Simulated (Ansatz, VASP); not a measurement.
# Two plane-wave programs on AgI

```
CELL_PARAMETERS angstrom
4.59000 0.00000 0.00000
-2.29500 3.97506 0.00000
0.00000 0.00000 7.52000
ATOMIC_POSITIONS crystal
Ag 0.66667 0.33333 0.63000
Ag 0.33333 0.66667 0.13000
I 0.66667 0.33333 0.00000
I 0.33333 0.66667 0.50000
```

Alike in both runs: task single point; functional PBE; k mesh 6 × 6 × 4; occupations gaussian, width 0.1 eV; no spin polarisation.

|  | VASP | Ansatz |
| --- | --- | --- |
| version | VASP 6.6.1 | Ansatz 0.2.0 |
| potentials or method | VASP PAW PBE potentials, release 64 (Ag, I), cutoff 500 eV | scalar-relativistic, plane waves, PAW |
| valence electrons in the cell | 36 | 72 |

```tsv
	VASP	Ansatz	Ansatz less VASP
gap on the k mesh at the Fermi level (eV)	1.38	1.38	-0.003
least direct gap on the mesh (eV)	1.38	1.38	-0.003
pressure (GPa)	1.8	1.8	+0.06
traceless stress, the component that is largest in VASP (GPa)	0.41	0.41	+0.005
rms of the force components (eV/Å)	0.047	0.047	+0.0005
```

Atom by atom the forces differ by 0.000 eV/Å (rms over components). VASP's potentials hold 36 valence electrons a cell and Ansatz's 72, so a difference there can come from the potentials and not from the codes.

Neither program's run includes spin-orbit coupling.
